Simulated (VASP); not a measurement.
# HfN in VASP: a series of runs

The runs below take HfN through single point, with PBE, PBEsol.

All numbers are computed with VASP 6.6.1; they aren't measurements. Logs are shortened: lines on timing, memory, paths and dates and some standing lists are left out, and cuts for length are marked.

## (1) The cell of the first run

The structure is orthorhombic, space group Immm (No. 71). The conventional cell has a = 3.159 Å, b = 3.222 Å, c = 4.512 Å, α = 90.00°, β = 90.00°, γ = 90.00°. Hf (site symmetry mmm) has 6 N at 2.26 Å within 3.0 Å. N (site symmetry mmm) has 6 Hf at 2.26 Å within 3.0 Å.

## (2) Single point, PBE

The input, INCAR:

```
SYSTEM = HfN
PREC = Accurate
ENCUT = 600
EDIFF = 1E-6
ISMEAR = -1
SIGMA = 0.05
LREAL = .FALSE.
LASPH = .TRUE.
NELM = 120
ALGO = Normal
ISIF = 2
LWAVE = .FALSE.
LCHARG = .TRUE.
GGA = PE
LELF = .TRUE.
LVHAR = .TRUE.
NBANDS = 14
GGA_COMPAT = .FALSE.
```

The input, KPOINTS:

```
regular mesh
0
G
  10 10 10
  0 0 0
```

The input, POSCAR:

```
HfN
1.0
    0.0225600000      2.2560000000      2.2560000000
    2.2560000000      0.0225600000      2.2560000000
    2.2785600000      2.2785600000      0.0000000000
Hf N
1 1
Direct
    0.0000000000      0.0000000000      0.0000000000
    0.5000000000      0.5000000000      0.5000000000
```

Potentials or basis: VASP PAW PBE potentials, release 64 (Hf_pv, N).

Launch:

```bash
> cat potpaw_PBE.64/Hf_pv/POTCAR potpaw_PBE.64/N/POTCAR > POTCAR
> mpirun -np 1 vasp_std > vasp.out
```

OUTCAR:

```text
SYSTEM = HfN
   PREC = Accurate
   ENCUT = 600
   EDIFF = 1E-6
   ISMEAR = -1
   LREAL = .FALSE.
   LASPH = .TRUE.
   NELM = 120
   ISIF = 2
   GGA = PE

 ion  position               nearest neighbor table
   1  0.000  0.000  0.000-   2 2.26   2 2.26   2 2.26   2 2.26   2 2.26   2 2.26
   2  0.500  0.500  0.500-   1 2.26   1 2.26   1 2.26   1 2.26   1 2.26   1 2.26

  LATTYP: Found a body centered orthorhombic cell.
 ALAT       =     3.1585611387
 B/A-ratio  =     1.0202020202
 C/A-ratio  =     1.4284985479

  Lattice vectors:

 A1 = (   2.2560000000,   0.0225600000,  -2.2560000000)
 A2 = (  -2.2560000000,  -0.0225600000,  -2.2560000000)
 A3 = (   0.0225600000,   2.2560000000,   2.2560000000)

Analysis of symmetry for initial positions (statically):
=====================================================================
 Subroutine PRICEL returns:
 Original cell was already a primitive cell.

 Routine SETGRP: Setting up the symmetry group for a
 body centered orthorhombic supercell.

 Subroutine GETGRP returns: Found  8 space group operations
 (whereof  8 operations were pure point group operations)
 out of a pool of  8 trial point group operations.

The static configuration has the point symmetry D_2h.

Analysis of symmetry for dynamics (positions and initial velocities):
=====================================================================
 Subroutine PRICEL returns:
 Original cell was already a primitive cell.

 Routine SETGRP: Setting up the symmetry group for a
 body centered orthorhombic supercell.

 Subroutine GETGRP returns: Found  8 space group operations
 (whereof  8 operations were pure point group operations)
 out of a pool of  8 trial point group operations.

The dynamic configuration has the point symmetry D_2h.

 Subroutine INISYM returns: Found  8 space group operations
 (whereof  8 operations are pure point group operations),
 and found     1 'primitive' translations

----------------------------------------------------------------------------------------

                                     Primitive cell

  volume of cell :      22.9617

  direct lattice vectors                    reciprocal lattice vectors
     0.022560000  2.256000000  2.256000000    -0.223869905  0.223869905  0.221631206
     2.256000000  0.022560000  2.256000000     0.223869905 -0.223869905  0.221631206
     2.278560000  2.278560000  0.000000000     0.219436837  0.219436837 -0.221631206

  length of vectors
     3.190545557  3.190545557  3.222370455     0.386465859  0.386465859  0.381346879

  position of ions in fractional coordinates (direct lattice)
     0.000000000  0.000000000  0.000000000
[... 91 lines left out ...]
   EMIN   =  10.00;   EMAX   =-10.00  energy-range for DOS
   EFERMI =   0.00;   METHOD = LEGACY
   ISMEAR =    -1;   SIGMA  =   0.05  broadening in eV -4-tet -1-fermi 0-gaus
   EFERMI_NEDOS =   21; number of points for ismear=-14 and -15
   IALGO  =     38    algorithm
   IMIX   =      4    mixing-type and parameters
     AMIX     =   0.40;   BMIX     =  1.00
     AMIX_MAG =   1.60;   BMIX_MAG =  1.00
  volume/ion in A,a.u.               =      11.48        77.48
  Fermi-wavevector in a.u.,A,eV,Ry     =   1.420487  2.684331 27.453613  2.017784
  Thomas-Fermi vector in A             =   2.541397
   LORBIT       =      0    0 simple, 1 ext, 2 COOP (PROOUT), +10 PAW based schemes
   GGA     = PE    functional components
   LHFCALC =     F    Hartree Fock is set to
   AEXX    =    0.0000 exact exchange contribution
   IVDW    =     0    specifies the selected vdW correction
   LEPSILON=     F    determine dielectric tensor
   LRPA    =     F    only Hartree local field effects (RPA)
 non-spin polarized calculation
  energy-cutoff  :      600.00
  volume of cell :       22.96
 maximum number of plane-waves:       780
 NGX is ok and might be reduce to    28
   NGX = 13   NGY = 13   NGZ = 13

 number of electron      15.0000001 magnetization

 Free energy of the ion-electron system (eV)
  ---------------------------------------------------
  ext. energy  EPLUGINS =         0.00000000
  ---------------------------------------------------
  free energy    TOTEN  =       -21.74759404 eV

  energy without entropy =      -21.74146062  energy(sigma->0) =      -21.74452733

 E-fermi :   8.4648     XC(G=0): -12.7538

 val. band max:        8.4640835465   @ k =  -0.1000  -0.0000   0.1000
 cond. band min:       8.4761895912   @ k =  -0.2000   0.4000   0.2000
 fundamental gap:      0.0121060447
 Fermi energy:         8.4648467718

 k-point     1 :       0.0000    0.0000    0.0000
  band No.  band energies     occupation
      1     -22.7209      2.00000
      2     -22.7117      2.00000
      3     -22.6986      2.00000
      4      -9.1162      2.00000
      5       5.3342      2.00000
      6       5.3838      2.00000
      7       5.4407      2.00000
      8       7.9189      1.99996
      9       8.0553      1.99945
     10       8.2335      1.98064
     11      10.2700      0.00000
     12      10.4081      0.00000
     13      10.4082      0.00000
     14      18.0014      0.00000
[... 377 lines left out ...]
      1     -23.3920      2.00000
      2     -22.9656      2.00000
      3     -22.9636      2.00000
      4      -7.7145      2.00000
      5       1.8114      2.00000
      6       3.8410      2.00000
      7       4.2022      2.00000
      8       5.9629      2.00000
      9      12.5364      0.00000
     10      13.0207      0.00000
     11      13.1553      0.00000
     12      13.3167      0.00000
     13      17.6207      0.00000
     14      19.8415      0.00000

 [... further k-points ...]

------------------------ aborting loop because EDIFF is reached ----------------------------------------

  FORCE on cell =-STRESS in cart. coord.  units (eV):
  Direction    XX          YY          ZZ          XY          YZ          ZX
  --------------------------------------------------------------------------------------
  -------------------------------------------------------------------------------------
  Total        0.5865343      0.5865343      0.6034227     -0.3036755      0.0000000      0.0000000
  in kB       40.9260769     40.9260769     42.1044836    -21.1892954      0.0000000      0.0000000
  external PRESSURE =      41.3188791 kB  Pullay stress =       0.0000000 kB

 VOLUME and BASIS-vectors are now :
 -----------------------------------------------------------------------------
  energy-cutoff  :      600.00
  volume of cell :       22.96
      direct lattice vectors                 reciprocal lattice vectors
     0.022560000  2.256000000  2.256000000    -0.223869905  0.223869905  0.221631206
     2.256000000  0.022560000  2.256000000     0.223869905 -0.223869905  0.221631206
     2.278560000  2.278560000  0.000000000     0.219436837  0.219436837 -0.221631206

 POSITION                                       TOTAL-FORCE (eV/Angst)
 -----------------------------------------------------------------------------------
      0.00000      0.00000      0.00000         0.000000     -0.000000      0.000000
      2.27856      2.27856      2.25600        -0.000000      0.000000     -0.000000
 -----------------------------------------------------------------------------------
    total drift:                                0.000000      0.000000      0.000000

  FREE ENERGIE OF THE ION-ELECTRON SYSTEM (eV)
  ---------------------------------------------------
  free  energy   TOTEN  =       -21.7475940391 eV

  energy  without entropy=      -21.7414606239  energy(sigma->0) =      -21.74452733
```

OSZICAR:

```text
N       E                     dE             d eps       ncg     rms          rms(c)
DAV:   1     0.434676766370E+02    0.43468E+02   -0.84769E+03  4796   0.113E+03
DAV:   2    -0.225085034192E+02   -0.65976E+02   -0.61707E+02  6192   0.262E+02
DAV:   3    -0.247437831178E+02   -0.22353E+01   -0.22233E+01  5786   0.399E+01
DAV:   4    -0.247523989413E+02   -0.86158E-02   -0.86082E-02  5478   0.283E+00
DAV:   5    -0.247524561410E+02   -0.57200E-04   -0.57198E-04  5840   0.204E-01    0.494E+01
DAV:   6    -0.218489996710E+02    0.29035E+01   -0.82074E+00  5514   0.230E+01    0.416E+01
DAV:   7    -0.217743835537E+02    0.74616E-01   -0.47923E-01  6102   0.621E+00    0.267E+01
DAV:   8    -0.217536557802E+02    0.20728E-01   -0.10757E-01  5478   0.296E+00    0.650E+00
DAV:   9    -0.217476890084E+02    0.59668E-02   -0.15172E-02  5532   0.105E+00    0.202E+00
DAV:  10    -0.217476242587E+02    0.64750E-04   -0.97890E-04  6258   0.304E-01    0.420E-01
DAV:  11    -0.217475963474E+02    0.27911E-04   -0.64408E-05  5844   0.807E-02    0.111E-01
DAV:  12    -0.217475943028E+02    0.20446E-05   -0.69682E-06  6452   0.226E-02    0.170E-02
DAV:  13    -0.217475940391E+02    0.26371E-06   -0.17959E-07  3288   0.452E-03
   1 F= -.21747594E+02 E0= -.21744527E+02  d E =-.613342E-02
```

stdout:

```text
POSCAR found type information on POSCAR HfN
 POSCAR found :  2 types and       2 ions
 scaLAPACK will be used
 LDA part: xc-table for (Slater+PW92), standard interpolation
 POSCAR, INCAR and KPOINTS ok, starting setup
 FFT: planning ... GRIDC
 FFT: planning ... GRID_SOFT
 FFT: planning ... GRID
 WAVECAR not read
 entering main loop
```

Run time: 40 s. Hardware: 1 thread of Intel Xeon Platinum 8488C (Sapphire Rapids), shared host; peak memory 0.21 GiB.

Results:

```
Free energy : -21.7476 eV
Pressure    : 4.1 GPa
```

Stress tensor (GPa, compression positive):
```
 4.09 -2.12  0.00
-2.12  4.09  0.00
 0.00  0.00  4.21
```

Levels at points of the mesh, in eV from the Fermi level:
```tsv
k point	band 4	band 5	band 6	band 7	band 8	band 9	band 10	band 11	band 12	band 13
(0.00, 0.00, 0.00)	-17.58	-3.13	-3.08	-3.02	-0.55	-0.41	-0.23	1.81	1.94	1.94
(0.50, 0.00, 0.00)	-14.82	-8.94	-6.37	-6.24	3.23	3.63	3.92	4.38	8.87	8.91
(0.50, 0.50, 0.00)	-16.49	-5.46	-3.87	-3.82	-3.67	4.09	5.51	5.52	5.60	8.01
(0.00, 0.00, 0.50)	-14.85	-8.97	-6.26	-6.12	3.12	3.59	3.75	4.44	8.76	8.81
(0.50, 0.00, 0.50)	-16.49	-5.46	-3.87	-3.74	-3.74	4.07	5.44	5.51	5.66	8.03
```

Caveat: spin-orbit coupling is left out, which moves the levels of the heavy elements.

## (3) Single point, PBEsol

The input, INCAR:

```
SYSTEM = HfN
ALGO = Normal ; EDIFF = 1E-6
ENCUT = 600 ; GGA = PS
GGA_COMPAT = .False. ; ISIF = 2
ISMEAR = -1 ; LASPH = .True.
LCHARG = .False. ; LREAL = .False.
LWAVE = .False. ; NBANDS = 14
NELM = 120 ; PREC = Accurate
SIGMA = 0.05
```

The input, KPOINTS:

```
k-points
0
Gamma
  8 8 8
  0 0 0
```

The input, POSCAR:

```
HfN
1.0
    0.0000000000      2.2560000000      2.2560000000
    2.2560000000      0.0000000000      2.2560000000
    2.2560000000      2.2560000000      0.0000000000
Hf N
1 1
Direct
    0.0000000000      0.0000000000      0.0000000000
    0.5000000000      0.5000000000      0.5000000000
```

Potentials or basis: VASP PAW PBE potentials, release 64 (Hf_pv, N).

Launch:

```bash
> cat potpaw_PBE.64/Hf_pv/POTCAR potpaw_PBE.64/N/POTCAR > POTCAR
> mpirun -np 1 vasp_std > vasp.out
```

It took 30 s on 1 thread of Intel Xeon 8259CL, shared host; peak memory 0.16 GiB.

It converged, with:

```
Free energy : -22.9784 eV
Pressure    : -4.0 GPa
```

Levels at points of the mesh, in eV from the Fermi level:
```csv
k point,band 4,band 5,band 6,band 7,band 8,band 9,band 10,band 11,band 12,band 13
"(0.00, 0.00, 0.00)",-17.44,-2.96,-2.96,-2.96,-0.36,-0.36,-0.36,1.87,1.96,1.96
"(0.50, 0.00, 0.00)",-14.64,-8.91,-6.18,-6.18,3.33,3.74,3.74,4.44,8.93,8.93
"(0.50, 0.50, 0.00)",-16.32,-5.37,-3.85,-3.64,-3.64,4.12,5.59,5.59,5.67,8.00
```

Caveat: the PAW data sets were made with another functional, which shifts forces and pressure a little; spin-orbit coupling is left out, which moves the levels of the heavy elements.
